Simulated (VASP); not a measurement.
# HfF (P1) in VASP: single point with PBE

Aim: the single point of HfF with PBE.

Everything below comes from runs of VASP 6.6.1. Logs are shortened: lines on timing, memory, paths and dates and some standing lists are left out, and cuts for length are marked.

### 1 The cell of the first run

The typed cell holds 2 atoms: a = 2.877 Å, b = 2.911 Å, c = 4.770 Å, α = 90.18°, β = 86.03°, γ = 120.18°.

### 2 Single point, PBE

Input file INCAR:

```
SYSTEM = HfF
ALGO = Normal
EDIFF = 1E-6
ENCUT = 600
GGA = PE
GGA_COMPAT = .FALSE.
ISIF = 2
ISMEAR = -1
LASPH = .TRUE.
LCHARG = .FALSE.
LREAL = .FALSE.
LWAVE = .FALSE.
NBANDS = 16
NELM = 120
PREC = Accurate
SIGMA = 0.15
```

Input file KPOINTS:

```
Automatic mesh
0
Gamma
  3 3 2
  0 0 0.5
```

Input file POSCAR:

```
HfF
1.0
    2.8751870000     -0.0150410000      0.1006460000
   -1.4506190000      2.5233260000     -0.0046870000
    0.1643540000      0.0860520000      4.7660500000
Hf F
1 1
Direct
    0.0747670000      0.7949000000      0.6128550000
    0.4015450000      1.4514790000      1.1177560000
```

Potentials or basis: VASP PAW PBE potentials, release 64 (Hf_pv, F).

On the command line:

```bash
cat potpaw_PBE.64/Hf_pv/POTCAR potpaw_PBE.64/F/POTCAR > POTCAR
mpirun -np 1 vasp_std > vasp.out
```

OUTCAR:

```text
SYSTEM = HfF
   EDIFF = 1E-6
   ENCUT = 600
   GGA = PE
   ISIF = 2
   ISMEAR = -1
   LASPH = .TRUE.
   LREAL = .FALSE.
   NELM = 120
   PREC = Accurate

 ion  position               nearest neighbor table
   1  0.075  0.795  0.613-   2 2.82   2 2.83   2 2.84
   2  0.402  0.451  0.118-   1 2.82   1 2.83   1 2.84

  LATTYP: Found a triclinic cell.
 ALAT       =     2.8769873364
 B/A-ratio  =     1.0116772660
 C/A-ratio  =     1.6578659330
 COS(alpha) =     0.0031418189
 COS(beta)  =     0.0692989915
 COS(gamma) =     0.5026716003

  Lattice vectors:

 A1 = (  -2.8751870000,   0.0150410000,  -0.1006460000)
 A2 = (  -1.4506190000,   2.5233260000,  -0.0046870000)
 A3 = (  -0.1643540000,  -0.0860520000,  -4.7660500000)

Analysis of symmetry for initial positions (statically):
=====================================================================
 Subroutine PRICEL returns:
 Original cell was already a primitive cell.

 Routine SETGRP: Setting up the symmetry group for a
 triclinic supercell.

 Subroutine GETGRP returns: Found  1 space group operations
 (whereof  1 operations were pure point group operations)
 out of a pool of  2 trial point group operations.

The static configuration has the point symmetry C_1 .

Analysis of symmetry for dynamics (positions and initial velocities):
=====================================================================
 Subroutine PRICEL returns:
 Original cell was already a primitive cell.

 Routine SETGRP: Setting up the symmetry group for a
 triclinic supercell.

 Subroutine GETGRP returns: Found  1 space group operations
 (whereof  1 operations were pure point group operations)
 out of a pool of  2 trial point group operations.

The dynamic configuration has the point symmetry C_1 .

 Subroutine INISYM returns: Found  1 space group operations
 (whereof  1 operations are pure point group operations),
 and found     1 'primitive' translations

----------------------------------------------------------------------------------------

                                     Primitive cell

  volume of cell :      34.4207

  direct lattice vectors                    reciprocal lattice vectors
     2.875187000 -0.015041000  0.100646000     0.349402811  0.200836867 -0.015675069
    -1.450619000  2.523326000 -0.004687000     0.002334260  0.397630784 -0.007259800
     0.164354000  0.086052000  4.766050000    -0.007376141 -0.003850092  0.210141229

  length of vectors
     2.876987336  2.910582683  4.769659295     0.403315607  0.397703902  0.210305889

  position of ions in fractional coordinates (direct lattice)
     0.074767000  0.794900000  0.612855000
     0.401545000  0.451479000  0.117756000

  ion indices of the primitive-cell ions
   primitive index   ion index
                 1           1
                 2           2

----------------------------------------------------------------------------------------

 KPOINTS: Automatic mesh

Automatic generation of k-mesh.
 Grid dimensions read from file:
 generate k-points for:    3    3    2

 Generating k-lattice:

  Cartesian coordinates                     Fractional coordinates (reciprocal lattice)
     0.116467604  0.066945622 -0.005225023     0.333333333  0.000000000 -0.000000000
     0.000778087  0.132543595 -0.002419933     0.000000000  0.333333333 -0.000000000
    -0.003688070 -0.001925046  0.105070615     0.000000000 -0.000000000  0.500000000

  Length of vectors
     0.134438536  0.132567967  0.105152945

  Shift w.r.t. Gamma in fractional coordinates (k-lattice)
     0.000000000  0.000000000  0.500000000

 Subroutine IBZKPT returns following result:
 ===========================================

 Found      9 irreducible k-points:

 Following reciprocal coordinates:
            Coordinates               Weight
 -0.000000 -0.000000  0.250000      2.000000
  0.333333 -0.000000  0.250000      2.000000
 -0.333333  0.000000  0.250000      2.000000
  0.000000  0.333333  0.250000      2.000000
  0.333333  0.333333  0.250000      2.000000
 -0.333333  0.333333  0.250000      2.000000
  0.000000 -0.333333  0.250000      2.000000
  0.333333 -0.333333  0.250000      2.000000
 -0.333333 -0.333333  0.250000      2.000000
   k-points           NKPTS =      9   k-points in BZ     NKDIM =      9   number of bands    NBANDS=     16
   number of dos      NEDOS =    301   number of ions     NIONS =      2
   total plane-waves  NPLWV =  23040
   dimension x,y,z NGX =    24 NGY =   24 NGZ =   40
   dimension x,y,z NGXF=    48 NGYF=   48 NGZF=   80
   ions per type =               1   1
   NGX,Y,Z   is equivalent  to a cutoff of  13.87, 13.71, 13.94 a.u.
   NGXF,Y,Z  is equivalent  to a cutoff of  27.74, 27.42, 27.88 a.u.
 SYSTEM =  HfF
   PREC   = accura    normal or accurate (medium, high low for compatibility)
   ISTART =      0    job   : 0-new  1-cont  2-samecut
   ICHARG =      2    charge: 1-file 2-atom 10-const
   ISPIN  =      1    spin polarized calculation?
   LNONCOLLINEAR =      F non collinear calculations
   LSORBIT =      F    spin-orbit coupling
   LASPH  =      T    aspherical Exc in radial PAW
   ENCUT  =  600.0 eV  44.10 Ry    6.64 a.u.   5.75  5.81  9.53*2*pi/ulx,y,z
   NELM   =    120;   NELMIN=  2; NELMDL= -5     # of ELM steps
   EDIFF  = 0.1E-05   stopping-criterion for ELM
   LREAL  =      F    real-space projection
   EDIFFG = 0.1E-04   stopping-criterion for IOM
   NSW    =      0    number of steps for IOM
   IBRION =     -1    ionic relax: 0-MD 1-quasi-New 2-CG
   NFREE  =      0    steps in history (QN), initial steepest desc. (CG)
   ISIF   =      2    stress and relaxation
   ISYM   =      2    0-nonsym 1-usesym 2-fastsym
   POTIM  = 0.5000    time-step for ionic-motion
   TEBEG  =    0.0;   TEEND  =   0.0 temperature during run
   PSTRESS=    0.0 pullay stress
   NELECT =      17.0000    total number of electrons
   NUPDOWN=      -1.0000    fix difference up-down
   EMIN   =  10.00;   EMAX   =-10.00  energy-range for DOS
   EFERMI =   0.00;   METHOD = LEGACY
   ISMEAR =    -1;   SIGMA  =   0.15  broadening in eV -4-tet -1-fermi 0-gaus
   EFERMI_NEDOS =   21; number of points for ismear=-14 and -15
   IALGO  =     38    algorithm
   IMIX   =      4    mixing-type and parameters
     AMIX     =   0.40;   BMIX     =  1.00
     AMIX_MAG =   1.60;   BMIX_MAG =  1.00
  volume/ion in A,a.u.               =      17.21       116.14
  Fermi-wavevector in a.u.,A,eV,Ry     =   1.294050  2.445400 22.783850  1.674566
  Thomas-Fermi vector in A             =   2.425657
   LORBIT       =      0    0 simple, 1 ext, 2 COOP (PROOUT), +10 PAW based schemes
   GGA     = PE    functional components
   LHFCALC =     F    Hartree Fock is set to
   AEXX    =    0.0000 exact exchange contribution
   IVDW    =     0    specifies the selected vdW correction
   LEPSILON=     F    determine dielectric tensor
   LRPA    =     F    only Hartree local field effects (RPA)
 non-spin polarized calculation
  energy-cutoff  :      600.00
  volume of cell :       34.42
 maximum number of plane-waves:      1162
   NGX = 11   NGY = 11   NGZ = 19

 number of electron      17.0000001 magnetization

 Free energy of the ion-electron system (eV)
  ---------------------------------------------------
  ext. energy  EPLUGINS =         0.00000000
  ---------------------------------------------------
  free energy    TOTEN  =       -13.06519233 eV

  energy without entropy =      -12.83861842  energy(sigma->0) =      -12.95190538

 E-fermi :   3.5315     XC(G=0): -10.3800

 val. band max:        3.5285366210   @ k =   0.3333  -0.0000   0.2500
 cond. band min:       3.9183277861   @ k =   0.3333   0.3333   0.2500
 fundamental gap:      0.3897911651
 Fermi energy:         3.5314591965

 k-point     1 :      -0.0000   -0.0000    0.2500
  band No.  band energies     occupation
      1     -28.1655      2.00000
      2     -27.1920      2.00000
      3     -27.1751      2.00000
      4     -19.6388      2.00000
      5      -3.4324      2.00000
      6      -0.9524      2.00000
[... 8 lines left out ...]
     15      15.2612      0.00000
     16      15.6668      0.00000

 k-point     2 :       0.3333   -0.0000    0.2500
  band No.  band energies     occupation
      1     -28.2536      2.00000
      2     -27.9975      2.00000
      3     -27.4479      2.00000
      4     -19.3780      2.00000
      5      -2.0702      2.00000
      6      -1.5291      2.00000
[... 8 lines left out ...]
     15      15.6250      0.00000
     16      16.2894      0.00000

 k-point     3 :      -0.3333    0.0000    0.2500
  band No.  band energies     occupation
      1     -28.2538      2.00000
      2     -27.9997      2.00000
      3     -27.4479      2.00000
      4     -19.3672      2.00000
      5      -2.1887      2.00000
      6      -1.5283      2.00000
[... 8 lines left out ...]
     15      15.6276      0.00000
     16      16.2070      0.00000

 k-point     4 :       0.0000    0.3333    0.2500
  band No.  band energies     occupation
      1     -28.2309      2.00000
      2     -28.0067      2.00000
      3     -27.4079      2.00000
      4     -19.3872      2.00000
      5      -2.1187      2.00000
      6      -1.5613      2.00000
[... 8 lines left out ...]
     15      15.6252      0.00000
     16      16.2383      0.00000

 k-point     5 :       0.3333    0.3333    0.2500
  band No.  band energies     occupation
      1     -28.1767      2.00000
      2     -28.1375      2.00000
      3     -27.9212      2.00000
      4     -19.2451      2.00000
      5      -1.6542      2.00000
      6      -1.3920      2.00000
[... 8 lines left out ...]
     15      14.5089      0.00000
     16      15.6492      0.00000

 k-point     6 :      -0.3333    0.3333    0.2500
  band No.  band energies     occupation
      1     -28.2374      2.00000
      2     -28.0054      2.00000
      3     -27.4194      2.00000
      4     -19.3784      2.00000
      5      -2.1799      2.00000
      6      -1.5314      2.00000
[... 8 lines left out ...]
     15      15.6267      0.00000
     16      16.2172      0.00000

 k-point     7 :       0.0000   -0.3333    0.2500
  band No.  band energies     occupation
      1     -28.2311      2.00000
      2     -28.0078      2.00000
      3     -27.4079      2.00000
      4     -19.3819      2.00000
      5      -2.1831      2.00000
      6      -1.5436      2.00000
[... 8 lines left out ...]
     15      15.6271      0.00000
     16      16.2265      0.00000

 k-point     8 :       0.3333   -0.3333    0.2500
  band No.  band energies     occupation
      1     -28.2372      2.00000
      2     -28.0043      2.00000
      3     -27.4194      2.00000
      4     -19.3841      2.00000
      5      -2.1114      2.00000
      6      -1.5507      2.00000
[... 8 lines left out ...]
     15      15.6246      0.00000
     16      16.2366      0.00000

 k-point     9 :      -0.3333   -0.3333    0.2500
  band No.  band energies     occupation
      1     -28.1768      2.00000
      2     -28.1373      2.00000
      3     -27.9212      2.00000
      4     -19.2455      2.00000
      5      -1.6496      2.00000
      6      -1.3851      2.00000
[... 8 lines left out ...]
     15      14.5032      0.00000
     16      15.6492      0.00000

------------------------ aborting loop because EDIFF is reached ----------------------------------------

  FORCE on cell =-STRESS in cart. coord.  units (eV):
  Direction    XX          YY          ZZ          XY          YZ          ZX
  --------------------------------------------------------------------------------------
  -------------------------------------------------------------------------------------
  Total        1.9371587      2.2055338     -6.8284932     -0.1701821      0.3252703      0.5904719
  in kB       90.1686666    102.6606871   -317.8449644     -7.9214459     15.1403121     27.4846167
  external PRESSURE =     -41.6718703 kB  Pullay stress =       0.0000000 kB

 VOLUME and BASIS-vectors are now :
 -----------------------------------------------------------------------------
  energy-cutoff  :      600.00
  volume of cell :       34.42
      direct lattice vectors                 reciprocal lattice vectors
     2.875187000 -0.015041000  0.100646000     0.349402811  0.200836867 -0.015675069
    -1.450619000  2.523326000 -0.004687000     0.002334260  0.397630784 -0.007259800
     0.164354000  0.086052000  4.766050000    -0.007376141 -0.003850092  0.210141229

 POSITION                                       TOTAL-FORCE (eV/Angst)
 -----------------------------------------------------------------------------------
     -0.83740      2.05740      2.92470        -0.035670     -0.015656     -0.189819
      0.51895      1.14332      0.59953         0.035670      0.015656      0.189819
 -----------------------------------------------------------------------------------
    total drift:                               -0.000085      0.000078     -0.000087

  FREE ENERGIE OF THE ION-ELECTRON SYSTEM (eV)
  ---------------------------------------------------
  free  energy   TOTEN  =       -13.0651923282 eV

  energy  without entropy=      -12.8386184225  energy(sigma->0) =      -12.95190538
```

Run time: 11 s. Hardware: 1 thread of AMD EPYC 7R13, shared host; peak memory 0.13 GiB.

What came out:

| Item | Value |
| --- | --- |
| Free energy | -13.0652 eV |
| Pressure | -4.2 GPa |
| Largest force | 0.194 eV/Å |

Forces on the atoms (eV/Å):
```
Hf  -0.036 -0.016 -0.190
F    0.036  0.016  0.190
```

Stress tensor (GPa, compression positive):
```
  9.02  -0.79   2.75
 -0.79  10.27   1.51
  2.75   1.51 -31.78
```

Levels at points of the mesh, in eV from the Fermi level:
```tsv
k point	band 7	band 8	band 9	band 10	band 11	band 12
(0.00, 0.00, 0.25)	-3.42	-3.36	0.89	0.90	1.23	4.51
```

Caveat: the k points lie up to 0.84 Å⁻¹ apart; spin-orbit coupling is left out, which moves the levels of the heavy elements; an odd number of electrons without spin polarisation forces a metal; a magnetic or distorted state may lie lower.
